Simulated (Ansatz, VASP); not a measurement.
## H8C2O: VASP beside Ansatz

```
H C O
1.0
     7.24951    0.00000    0.00000
     0.00000    7.24951    0.00000
     0.00000    0.00000    7.24951
H C O
24 6 3
Direct
  0.92120 0.47461 0.56446
  0.85263 0.51358 0.63175
  0.07927 0.21494 0.93455
  0.08561 0.29241 0.86578
  0.59280 0.82301 0.93825
  0.66099 0.86755 0.87069
  0.43881 0.53674 0.61387
  0.37123 0.22341 0.59674
  0.57712 0.27908 0.47131
  0.37355 0.08687 0.27679
  0.18834 0.24660 0.30237
  0.39228 0.31270 0.18044
  0.40854 0.63387 0.28062
  0.15353 0.84706 0.22266
  0.11947 0.60543 0.19259
  0.00422 0.79094 0.92364
  0.23128 0.87641 0.88381
  0.18282 0.63552 0.85459
  0.71121 0.01006 0.13035
  0.80906 0.77788 0.32554
  0.62423 0.90692 0.42169
  0.88484 0.86962 0.64626
  0.03682 0.98290 0.49111
  0.85076 0.10682 0.59263
  0.33921 0.23301 0.29872
  0.42678 0.29978 0.47670
  0.15217 0.75866 0.93909
  0.19721 0.72586 0.14058
  0.89218 0.97260 0.53552
  0.76972 0.91601 0.37628
  0.38552 0.49461 0.49822
  0.39128 0.69520 0.16084
  0.78885 0.04999 0.23208
```

Alike in both runs: functional PBE; k mesh 1 × 1 × 1; occupations fermi-dirac, width 0.02 eV; no spin polarisation.

Ansatz relaxed the structure, and its values are those at the end. VASP's run is a single point on that final structure, the one shown.

```csv
,VASP,Ansatz
version,VASP 6.6.1,Ansatz 0.2.0
potentials or method,"VASP PAW PBE potentials, release 64 (H, C, O), cutoff 520 eV","scalar-relativistic, plane waves, PAW"
valence electrons in the cell,66,66
```

VASP gave:

```
gap on the k mesh at the Fermi level (eV) : 5.26
rms of the force components (eV/Å)        : 0.063
```

Q: What did Ansatz give for the same quantities?

A: gap on the k mesh at the Fermi level (eV): 5.27; rms of the force components (eV/Å): 0.063.

Ansatz's warnings: xc potential rough in thin density.
